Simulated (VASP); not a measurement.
Input of a VASP 6.6.1 run:

File INCAR:

```
SYSTEM = Ta
ALGO = Normal
EDIFF = 1E-6
EDIFFG = -0.005
ENCUT = 600
GGA = PE
IBRION = 2
ISIF = 3
ISMEAR = -1
LASPH = .TRUE.
LCHARG = .FALSE.
LREAL = .FALSE.
LWAVE = .FALSE.
NELM = 60
NSW = 45
PREC = Accurate
SIGMA = 0.05
```

KPOINTS

```
k-points
0
G
  17 17 17
  0 0 0
```

The input POSCAR:

```
Ta
1.0
   -1.6595699200      1.6595699200      1.6595699200
    1.6595699200     -1.6595699200      1.6595699200
    1.6595699200      1.6595699200     -1.6595699200
Ta
1
Direct
    0.0000000000      0.0000000000      0.0000000000
```

Potentials or basis: VASP PAW PBE potentials, release 64 (Ta_pv).

Command:

```sh
$ cat potpaw_PBE.64/Ta_pv/POTCAR > POTCAR
$ mpirun -np 1 vasp_std > vasp.out
```

(1) What does it give for the relaxed volume?

(2) What does it give for the relaxed cell?

(3) Predict the space group after relaxing (to 0.05 Å).

Answers

(1) 18.29 Å³/atom.

(2) a = 2.875 Å, b = 2.875 Å, c = 2.875 Å, α = 109.47°, β = 109.47°, γ = 109.47°.

(3) Im-3m (No. 229).
